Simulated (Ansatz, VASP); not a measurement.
**One calculation of Fe3Ge, two programs**

```
Fe Ge
1.0
     3.66050    0.00000    0.00000
     0.00000    3.66050    0.00000
     0.00000    0.00000    3.66050
Fe Ge
3 1
Direct
  0.00000 0.50000 0.50000
  0.50000 0.50000 0.00000
  0.50000 0.00000 0.50000
  0.00000 0.00000 0.00000
```

Alike in both runs: task single point; functional LDA; k mesh 8 × 8 × 8; occupations fermi-dirac, width 0.03 eV; collinear spin.

|  | VASP | Ansatz |
| --- | --- | --- |
| version | VASP 6.6.1 | Ansatz 0.2.0 |
| potentials or method | VASP PAW LDA potentials, release 64 (Fe, Ge_d) | PAW with Ansatz's default frozen-core files, scalar-relativistic |
| plane-wave cutoff (eV) | 520 | 420 |
| valence electrons in the cell | 38 | 62 |

```csv
,VASP,Ansatz,Ansatz less VASP
net moment per atom (μB),1.56,1.58,+0.016
size of the moment on the site where the two differ most (μB),2.10,2.14,+0.046
```

LDA's correlation is that of Perdew and Zunger in VASP and of Perdew and Wang (1992) in Ansatz. Site moments also hang on the region over which each program counts them. VASP's potentials hold 38 valence electrons a cell and Ansatz's 62, so a difference there can come from the potentials and not from the codes.
